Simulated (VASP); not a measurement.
# Rb (Fd-3m) in VASP: notebook

Runs on Rb. Level: r2SCAN. Tasks: single point, relaxation of cell and atoms.

Everything below comes from runs of VASP 6.6.1. Logs are shortened: lines on timing, memory, paths and dates and some standing lists are left out, and cuts for length are marked.

## Step 1: The cell of the first run

The structure is cubic, space group Fd-3m (No. 227). The conventional cell has a = 10.158 Å, b = 10.158 Å, c = 10.158 Å, α = 90.00°, β = 90.00°, γ = 90.00°. Within 5.8 Å of Rb (site symmetry -43m) lie 4 Rb at 4.40 Å.

This isn't the form of Rb at room conditions, which is bcc.

## Step 2: Single point, r2SCAN

Input file POSCAR:

```
Rb
1.0
    0.0000000000      5.0789798572      5.0789798572
    5.0789798572      0.0000000000      5.0789798572
    5.0789798572      5.0789798572      0.0000000000
Rb
2
Direct
    0.0000000000      0.0000000000      0.0000000000
    0.2500000000      0.2500000000      0.2500000000
```

Input file INCAR.step1:

```
SYSTEM = Rb
PREC = Accurate
ENCUT = 520
ISMEAR = 0
SIGMA = 0.05
LREAL = .FALSE.
LASPH = .TRUE.
NELM = 60
NBANDS = 16
GGA = PE
ALGO = Normal
EDIFF = 1E-4
LWAVE = .TRUE.
LCHARG = .FALSE.
```

Input file INCAR.step2:

```
SYSTEM = Rb
PREC = Accurate
ENCUT = 520
EDIFF = 1E-6
ISMEAR = 0
SIGMA = 0.05
LREAL = .FALSE.
LASPH = .TRUE.
NELM = 60
ALGO = Normal
ISIF = 2
LWAVE = .FALSE.
LCHARG = .FALSE.
METAGGA = R2SCAN
LMIXTAU = .TRUE.
NBANDS = 16
ISTART = 1
```

Input file KPOINTS:

```
regular mesh
0
G
  4 4 4
  0 0 0
```

Potentials or basis: VASP PAW PBE potentials, release 64 (Rb_sv).

Command:

```console
$ cat potpaw_PBE.64/Rb_sv/POTCAR > POTCAR
$ cp INCAR.step1 INCAR
$ mpirun -np 1 vasp_std > vasp.out
$ cp INCAR.step2 INCAR
$ mpirun -np 1 vasp_std > vasp.out
```

OUTCAR:

```text
SYSTEM = Rb
   PREC = Accurate
   ENCUT = 520
   EDIFF = 1E-6
   ISMEAR = 0
   LREAL = .FALSE.
   LASPH = .TRUE.
   NELM = 60
   ISIF = 2
   METAGGA = R2SCAN
   ISTART = 1

 ion  position               nearest neighbor table
   1  0.000  0.000  0.000-   2 4.40   2 4.40   2 4.40   2 4.40
   2  0.250  0.250  0.250-   1 4.40   1 4.40   1 4.40   1 4.40

  LATTYP: Found a face centered cubic cell.
 ALAT       =    10.1579597144

  Lattice vectors:

 A1 = (   0.0000000000,   5.0789798572,   5.0789798572)
 A2 = (   5.0789798572,   0.0000000000,   5.0789798572)
 A3 = (   5.0789798572,   5.0789798572,   0.0000000000)

Analysis of symmetry for initial positions (statically):
=====================================================================
 Subroutine PRICEL returns:
 Original cell was already a primitive cell.

 Routine SETGRP: Setting up the symmetry group for a
 face centered cubic supercell.

 Subroutine GETGRP returns: Found 48 space group operations
 (whereof 24 operations were pure point group operations)
 out of a pool of 48 trial point group operations.

The static configuration has the point symmetry T_d .
 The point group associated with its full space group is O_h .

Analysis of symmetry for dynamics (positions and initial velocities):
=====================================================================
 Subroutine PRICEL returns:
 Original cell was already a primitive cell.

 Routine SETGRP: Setting up the symmetry group for a
 face centered cubic supercell.

 Subroutine GETGRP returns: Found 48 space group operations
 (whereof 24 operations were pure point group operations)
 out of a pool of 48 trial point group operations.

The dynamic configuration has the point symmetry T_d .
 The point group associated with its full space group is O_h .

 Subroutine INISYM returns: Found 48 space group operations
 (whereof 24 operations are pure point group operations),
 and found     1 'primitive' translations

----------------------------------------------------------------------------------------

                                     Primitive cell

  volume of cell :     262.0351

  direct lattice vectors                    reciprocal lattice vectors
     0.000000000  5.078979857  5.078979857    -0.098444966  0.098444966  0.098444966
     5.078979857  0.000000000  5.078979857     0.098444966 -0.098444966  0.098444966
     5.078979857  5.078979857  0.000000000     0.098444966  0.098444966 -0.098444966

  length of vectors
     7.182762197  7.182762197  7.182762197     0.170511683  0.170511683  0.170511683

  position of ions in fractional coordinates (direct lattice)
     0.000000000  0.000000000  0.000000000
     0.250000000  0.250000000  0.250000000

  ion indices of the primitive-cell ions
   primitive index   ion index
                 1           1
                 2           2

----------------------------------------------------------------------------------------

 KPOINTS: regular mesh

Automatic generation of k-mesh.
 Grid dimensions read from file:
 generate k-points for:    4    4    4

 Generating k-lattice:

  Cartesian coordinates                     Fractional coordinates (reciprocal lattice)
    -0.024611242  0.024611242  0.024611242     0.250000000  0.000000000  0.000000000
     0.024611242 -0.024611242  0.024611242     0.000000000  0.250000000  0.000000000
     0.024611242  0.024611242 -0.024611242     0.000000000  0.000000000  0.250000000

  Length of vectors
     0.042627921  0.042627921  0.042627921

  Shift w.r.t. Gamma in fractional coordinates (k-lattice)
     0.000000000  0.000000000  0.000000000

 Subroutine IBZKPT returns following result:
 ===========================================

 Found      8 irreducible k-points:

 Following reciprocal coordinates:
            Coordinates               Weight
  0.000000  0.000000  0.000000      1.000000
  0.250000  0.000000  0.000000      8.000000
  0.500000  0.000000  0.000000      4.000000
  0.250000  0.250000  0.000000      6.000000
  0.500000  0.250000  0.000000     24.000000
 -0.250000  0.250000  0.000000     12.000000
  0.500000  0.500000  0.000000      3.000000
 -0.250000  0.500000  0.250000      6.000000
   k-points           NKPTS =      8   k-points in BZ     NKDIM =      8   number of bands    NBANDS=     16
   number of dos      NEDOS =    301   number of ions     NIONS =      2
   total plane-waves  NPLWV = 157464
   dimension x,y,z NGX =    54 NGY =   54 NGZ =   54
   dimension x,y,z NGXF=   108 NGYF=  108 NGZF=  108
   ions per type =               2
   NGX,Y,Z   is equivalent  to a cutoff of  12.50, 12.50, 12.50 a.u.
   NGXF,Y,Z  is equivalent  to a cutoff of  25.00, 25.00, 25.00 a.u.
 SYSTEM =  Rb
   PREC   = accura    normal or accurate (medium, high low for compatibility)
   ISTART =      1    job   : 0-new  1-cont  2-samecut
   ICHARG =      0    charge: 1-file 2-atom 10-const
   ISPIN  =      1    spin polarized calculation?
   LNONCOLLINEAR =      F non collinear calculations
   LSORBIT =      F    spin-orbit coupling
   LASPH  =      T    aspherical Exc in radial PAW
   ENCUT  =  520.0 eV  38.22 Ry    6.18 a.u.  13.36 13.36 13.36*2*pi/ulx,y,z
   NELM   =     60;   NELMIN=  2; NELMDL=  0     # of ELM steps
   EDIFF  = 0.1E-05   stopping-criterion for ELM
   LREAL  =      F    real-space projection
   EDIFFG = 0.1E-04   stopping-criterion for IOM
   NSW    =      0    number of steps for IOM
   IBRION =     -1    ionic relax: 0-MD 1-quasi-New 2-CG
   NFREE  =      0    steps in history (QN), initial steepest desc. (CG)
   ISIF   =      2    stress and relaxation
   ISYM   =      2    0-nonsym 1-usesym 2-fastsym
   POTIM  = 0.5000    time-step for ionic-motion
   TEBEG  =    0.0;   TEEND  =   0.0 temperature during run
   PSTRESS=    0.0 pullay stress
   NELECT =      18.0000    total number of electrons
   NUPDOWN=      -1.0000    fix difference up-down
   EMIN   =  10.00;   EMAX   =-10.00  energy-range for DOS
   EFERMI =   0.00;   METHOD = LEGACY
   ISMEAR =     0;   SIGMA  =   0.05  broadening in eV -4-tet -1-fermi 0-gaus
   EFERMI_NEDOS =   21; number of points for ismear=-14 and -15
   IALGO  =     38    algorithm
   IMIX   =      4    mixing-type and parameters
     AMIX     =   0.40;   BMIX     =  1.00
     AMIX_MAG =   1.60;   BMIX_MAG =  1.00
  volume/ion in A,a.u.               =     131.02       884.15
  Fermi-wavevector in a.u.,A,eV,Ry     =   0.670470  1.267004  6.116222  0.449530
  Thomas-Fermi vector in A             =   1.745997
   LORBIT       =      0    0 simple, 1 ext, 2 COOP (PROOUT), +10 PAW based schemes
   METAGGA = R2SCAN    functional components
   LHFCALC =     F    Hartree Fock is set to
   AEXX    =    0.0000 exact exchange contribution
   IVDW    =     0    specifies the selected vdW correction
   LEPSILON=     F    determine dielectric tensor
   LRPA    =     F    only Hartree local field effects (RPA)
 non-spin polarized calculation
 Gauss-broadening in eV      SIGMA  =   0.05
  energy-cutoff  :      520.00
  volume of cell :      262.04
 maximum number of plane-waves:      7119
 NGX is ok and might be reduce to    54
   NGX = 27   NGY = 27   NGZ = 27

 number of electron      18.0000000 magnetization

 Free energy of the ion-electron system (eV)
  ---------------------------------------------------
  ext. energy  EPLUGINS =         0.00000000
  ---------------------------------------------------
  free energy    TOTEN  =       -27.24271828 eV

  energy without entropy =      -27.24106199  energy(sigma->0) =      -27.24189013

 E-fermi :  -0.4655     XC(G=0):  -4.8265

 val. band max:       -0.4996894007   @ k =   0.5000   0.5000   0.0000
 cond. band min:      -0.2221935374   @ k =  -0.2500   0.5000   0.2500
 fundamental gap:      0.2774958633
 Fermi energy:        -0.4654868130

 k-point     1 :       0.0000    0.0000    0.0000
  band No.  band energies     occupation
      1     -31.1913      2.00000
      2     -31.1747      2.00000
      3     -14.7567      2.00000
      4     -14.7567      2.00000
      5     -14.7567      2.00000
      6     -14.6667      2.00000
      7     -14.6667      2.00000
      8     -14.6667      2.00000
      9      -2.2563      2.00000
     10       1.7066      0.00000
     11       1.7066      0.00000
     12       1.7066      0.00000
     13       1.8950      0.00000
     14       1.8950      0.00000
     15       2.0338      0.00000
     16       2.0338      0.00000

 k-point     2 :       0.2500    0.0000    0.0000
  band No.  band energies     occupation
      1     -31.1895      2.00000
      2     -31.1764      2.00000
      3     -14.7619      2.00000
      4     -14.7619      2.00000
      5     -14.7560      2.00000
      6     -14.6688      2.00000
      7     -14.6616      2.00000
      8     -14.6616      2.00000
      9      -1.9102      2.00000
     10       0.5638      0.00000
     11       1.4749      0.00000
     12       1.4749      0.00000
     13       1.8788      0.00000
     14       1.9671      0.00000
     15       1.9671      0.00000
     16       2.3075      0.00000

 k-point     3 :       0.5000    0.0000    0.0000
  band No.  band energies     occupation
      1     -31.1871      2.00000
      2     -31.1788      2.00000
      3     -14.7666      2.00000
      4     -14.7666      2.00000
      5     -14.7555      2.00000
      6     -14.6708      2.00000
      7     -14.6570      2.00000
      8     -14.6570      2.00000
      9      -1.1114      2.00000
     10      -0.6862      2.00000
     11       1.3446      0.00000
     12       1.3446      0.00000
     13       1.8205      0.00000
     14       1.9929      0.00000
     15       1.9929      0.00000
     16       2.6171      0.00000

 k-point     4 :       0.2500    0.2500    0.0000
  band No.  band energies     occupation
      1     -31.1888      2.00000
      2     -31.1771      2.00000
      3     -14.7676      2.00000
      4     -14.7676      2.00000
      5     -14.7442      2.00000
      6     -14.6808      2.00000
      7     -14.6561      2.00000
      8     -14.6561      2.00000
      9      -1.7928      2.00000
     10       0.9773      0.00000
     11       1.2261      0.00000
     12       1.2769      0.00000
     13       1.3456      0.00000
     14       1.3456      0.00000
     15       2.2316      0.00000
     16       2.5060      0.00000

 k-point     5 :       0.5000    0.2500    0.0000
  band No.  band energies     occupation
      1     -31.1859      2.00000
      2     -31.1800      2.00000
      3     -14.7758      2.00000
      4     -14.7719      2.00000
      5     -14.7344      2.00000
      6     -14.6913      2.00000
      7     -14.6519      2.00000
      8     -14.6488      2.00000
      9      -1.0416      2.00000
     10      -0.1766      0.00000
     11       0.5101      0.00000
     12       1.0371      0.00000
     13       1.2624      0.00000
     14       2.1067      0.00000
     15       2.2712      0.00000
     16       2.7407      0.00000

 k-point     6 :      -0.2500    0.2500    0.0000
  band No.  band energies     occupation
      1     -31.1871      2.00000
      2     -31.1788      2.00000
      3     -14.7747      2.00000
      4     -14.7667      2.00000
      5     -14.7426      2.00000
      6     -14.6827      2.00000
      7     -14.6570      2.00000
      8     -14.6499      2.00000
      9      -1.3582      2.00000
     10       0.2650      0.00000
     11       0.2989      0.00000
     12       1.3583      0.00000
     13       1.4772      0.00000
     14       2.0877      0.00000
     15       2.3048      0.00000
     16       2.4032      0.00000

 k-point     7 :       0.5000    0.5000    0.0000
  band No.  band energies     occupation
      1     -31.1830      2.00000
      2     -31.1830      2.00000
      3     -14.7767      2.00000
      4     -14.7767      2.00000
      5     -14.7133      2.00000
      6     -14.7133      2.00000
      7     -14.6473      2.00000
      8     -14.6473      2.00000
      9      -0.4997      1.66668
     10      -0.4997      1.66665
     11       0.7095      0.00000
     12       0.7095      0.00000
     13       1.1954      0.00000
     14       1.1954      0.00000
     15       2.7214      0.00000
     16       2.7215      0.00000

 k-point     8 :      -0.2500    0.5000    0.2500
  band No.  band energies     occupation
      1     -31.1830      2.00000
      2     -31.1830      2.00000
      3     -14.7770      2.00000
      4     -14.7770      2.00000
      5     -14.7128      2.00000
      6     -14.7128      2.00000
      7     -14.6475      2.00000
      8     -14.6475      2.00000
      9      -0.2222      0.00000
     10      -0.2222      0.00000
     11      -0.0045      0.00000
     12      -0.0045      0.00000
     13       2.1338      0.00000
     14       2.1338      0.00000
     15       2.2123      0.00000
     16       2.2123      0.00000

------------------------ aborting loop because EDIFF is reached ----------------------------------------

  FORCE on cell =-STRESS in cart. coord.  units (eV):
  Direction    XX          YY          ZZ          XY          YZ          ZX
  --------------------------------------------------------------------------------------
  -------------------------------------------------------------------------------------
  Total       -0.0020529     -0.0020529     -0.0020529      0.0000000      0.0000000     -0.0000000
  in kB       -0.0125523     -0.0125523     -0.0125523      0.0000000      0.0000000     -0.0000000
  external PRESSURE =      -0.0125523 kB  Pullay stress =       0.0000000 kB

 VOLUME and BASIS-vectors are now :
 -----------------------------------------------------------------------------
  energy-cutoff  :      520.00
  volume of cell :      262.04
      direct lattice vectors                 reciprocal lattice vectors
     0.000000000  5.078979857  5.078979857    -0.098444966  0.098444966  0.098444966
     5.078979857  0.000000000  5.078979857     0.098444966 -0.098444966  0.098444966
     5.078979857  5.078979857  0.000000000     0.098444966  0.098444966 -0.098444966

 POSITION                                       TOTAL-FORCE (eV/Angst)
 -----------------------------------------------------------------------------------
      0.00000      0.00000      0.00000        -0.000000     -0.000000     -0.000000
      2.53949      2.53949      2.53949         0.000000      0.000000      0.000000
 -----------------------------------------------------------------------------------
    total drift:                                0.000000      0.000000     -0.000000

  FREE ENERGIE OF THE ION-ELECTRON SYSTEM (eV)
  ---------------------------------------------------
  free  energy   TOTEN  =       -27.2427182810 eV

  energy  without entropy=      -27.2410619876  energy(sigma->0) =      -27.24189013
```

It took 2.1 min on 1 thread of AMD EPYC 9R45 (Zen 5), shared host; peak memory 0.38 GiB.

Results:

- Free energy: -27.2427 eV
- Pressure: 0.0 GPa
- Band gap on the k mesh: zero (bands 9 and 10 overlap by 0.46 eV)

Levels at points of the mesh, in eV from the Fermi level:
```csv
k point,band 7,band 8,band 9,band 10,band 11,band 12
"(0.00, 0.00, 0.00)",-14.20,-14.20,-1.79,2.17,2.17,2.17
"(0.50, 0.00, 0.00)",-14.19,-14.19,-0.65,-0.22,1.81,1.81
"(0.50, 0.50, 0.00)",-14.18,-14.18,-0.03,-0.03,1.17,1.17
```

Caveat: the PAW data sets were made with another functional, which shifts forces and pressure a little.

(Part 1 of 2 ends here.)

The gap in the log of VASP goes by the Fermi energy; the results here count the filled bands.